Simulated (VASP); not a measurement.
Wanted: the native input for a VASP 6.6.1 run.

| Quantity | Value |
| --- | --- |
| Task | single point |
| Functional | LDA |
| Potentials or basis | VASP PAW LDA potentials, release 64 (Zn, S) |
| Cutoff | 520 eV |
| k mesh | 12 × 12 × 2 |
| Occupations | fermi-dirac, width 0.02 eV |
| Spin | no spin polarisation |
| Dipole correction | no |
| Further INCAR settings | ALGO = Normal; EDIFF = 1e-06; NBANDS = 46 |

The structure of ZnS lies in POSCAR:

```
ZnS
1.0
    3.7420091942      0.0000000000      0.0000000000
   -1.8710045971      3.2406750234      0.0000000000
    0.0000000000      0.0000000000     12.2592264861
Zn S
4 4
Direct
    0.6666666667      0.3333333333      0.7500682323
    0.3333333333      0.6666666667      0.2500682323
    0.0000000000      0.0000000000      0.5001986906
    0.0000000000      0.0000000000      0.0001986906
    0.6666666667      0.3333333333      0.9375512107
    0.3333333333      0.6666666667      0.4375512107
    0.0000000000      0.0000000000      0.6871808664
    0.0000000000      0.0000000000      0.1871808664
```

These files were run (other wordings do the same):

INCAR

```
SYSTEM = ZnS
  ALGO = Normal
  EDIFF = 1E-6
  ENCUT = 520
  GGA = CA
  ISIF = 2
  ISMEAR = -1
  LASPH = .True.
  LCHARG = .False.
  LREAL = .False.
  LWAVE = .False.
  NBANDS = 46
  NELM = 100
  PREC = Accurate
  SIGMA = 0.02
```

KPOINTS

```
k-points
0
Gamma
  12 12 2
  0 0 0
```

Potentials or basis: VASP PAW LDA potentials, release 64 (Zn, S).

Launch:

```console
$ cat potpaw_LDA.64/Zn/POTCAR potpaw_LDA.64/S/POTCAR > POTCAR
$ mpirun -np 1 vasp_std > vasp.out
```

Results of the run:

The pressure is 0.3 GPa and the band gap on the k mesh is 2.19 eV.

Run time: 2.6 min on 1 thread of Intel(R) Xeon(R) 6975P-C (Granite Rapids), with other jobs on the host, peak memory 0.32 GiB.
